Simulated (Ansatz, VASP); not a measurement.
## One calculation of Si2Mo, two programs

INCAR

```
SYSTEM = Si2Mo
PREC = Accurate
ENCUT = 520
EDIFF = 1E-6
ISMEAR = 0
SIGMA = 0.1
LREAL = .FALSE.
LASPH = .TRUE.
NELM = 100
ALGO = Normal
ISIF = 2
LWAVE = .FALSE.
LCHARG = .TRUE.
GGA = PE
LELF = .TRUE.
LVHAR = .TRUE.
NBANDS = 31
```

File KPOINTS:

```
Automatic mesh
0
G
  8 8 8
  0 0 0
```

Contents of POSCAR:

```
Si2Mo
1.0
    4.7522154444      0.0000000000      0.0000000000
    0.0000000000      5.4558351803      0.0000000000
    0.0000000000      0.0000000000      5.5543908331
Si Mo
4 2
Direct
    0.5000000000      0.7160746156      0.2117508966
    0.5000000000      0.2839253844      0.2117508966
    0.5000000000      0.2839253844      0.7882491034
    0.5000000000      0.7160746156      0.7882491034
    0.2303612087      0.0000000000      0.5000000000
    0.7696387913      0.0000000000      0.5000000000
```

Input for Ansatz:

```yaml
crystal:
  lattice:
    - [4.7522154444, 0.0, 0.0]
    - [0.0, 5.4558351803, 0.0]
    - [0.0, 0.0, 5.5543908331]
  atoms:
    - { symbol: Si, position: [0.5, 0.7160746156, 0.2117508966] }
    - { symbol: Si, position: [0.5, 0.2839253844, 0.2117508966] }
    - { symbol: Si, position: [0.5, 0.2839253844, 0.7882491034] }
    - { symbol: Si, position: [0.5, 0.7160746156, 0.7882491034] }
    - { symbol: Mo, position: [0.2303612087, 0.0, 0.5] }
    - { symbol: Mo, position: [0.7696387913, 0.0, 0.5] }
basis:
  ecutwfc: 420
kpoints:
  mp_grid: { grid: [8, 8, 8] }
  band_path:
    path:
      - [[0.0, 0.0, 0.0], [0.5, 0.0, 0.0], [0.5, 0.5, 0.0], [0.0, 0.5, 0.0], [0.0, 0.0, 0.0], [0.0, 0.0, 0.5], [0.5, 0.0, 0.5], [0.5, 0.5, 0.5], [0.0, 0.5, 0.5], [0.0, 0.0, 0.5]]
      - [[0.5, 0.0, 0.0], [0.5, 0.0, 0.5]]
      - [[0.0, 0.5, 0.0], [0.0, 0.5, 0.5]]
      - [[0.5, 0.5, 0.0], [0.5, 0.5, 0.5]]
    npoints: 14
hamiltonian:
  xc: pbe
scf:
  occupations: { method: gaussian, width: 0.1 }
  n_extra_bands: 15
output:
  forces: true
  stress: true
  eigenvalues: true
  populations: true
  dos: { projected: true, de: 0.02, nscf_kmesh: { grid: [10, 10, 10] } }
  bader: true
  write_density: true
  write_potential: true
  elf: true
  volumetric_format: npy
```

Alike in both runs: task single point; functional PBE; k mesh 8 × 8 × 8; occupations gaussian, width 0.1 eV; no spin polarisation.

```csv
,VASP,Ansatz
version,VASP 6.6.1,Ansatz 0.2.0
potentials or method,"VASP PAW PBE potentials, release 64 (Si, Mo_sv), cutoff 520 eV","scalar-relativistic, plane waves, PAW"
valence electrons in the cell,44,44
```

```tsv
	VASP	Ansatz	Ansatz less VASP
gap on the k mesh at the Fermi level (eV)	none	none	-
pressure (GPa)	0.2	0.0	-0.17
traceless stress, the component that is largest in VASP (GPa)	0.40	0.00	-0.403
rms of the force components (eV/Å)	0.083	0.003	-0.0798
```

Atom by atom the forces differ by 0.083 eV/Å (rms over components). A gap of «none» marks a metal or a gap that the smearing closes.
